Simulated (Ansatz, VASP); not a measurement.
**One calculation of Si2W, two programs**

```
CELL_PARAMETERS angstrom
-1.61444 1.61444 3.93381
1.61444 -1.61444 3.93381
1.61444 1.61444 -3.93381
ATOMIC_POSITIONS crystal
W 0.00000 0.00000 0.00000
Si 0.33456 0.33456 0.00000
Si 0.66544 0.66544 0.00000
```

Alike in both runs: functional PBE; k mesh 15 × 15 × 15; occupations fermi-dirac, width 0.05 eV; no spin polarisation.

Ansatz relaxed the structure, and its values are those at the end. VASP's run is a single point on that final structure, the one shown.

|  | VASP | Ansatz |
| --- | --- | --- |
| version | VASP 6.6.1 | Ansatz 0.2.0 |
| potentials or method | VASP PAW PBE potentials, release 64 (W_sv, Si) | PAW with Ansatz's default frozen-core files, scalar-relativistic |
| plane-wave cutoff (eV) | 520 | 420 |
| valence electrons in the cell | 22 | 22 |

VASP gave:

```
pressure (GPa) : 0.1
```

Q: Which values does Ansatz return?

A: Pressure (GPa): 0.0.

Neither program's run includes spin-orbit coupling.
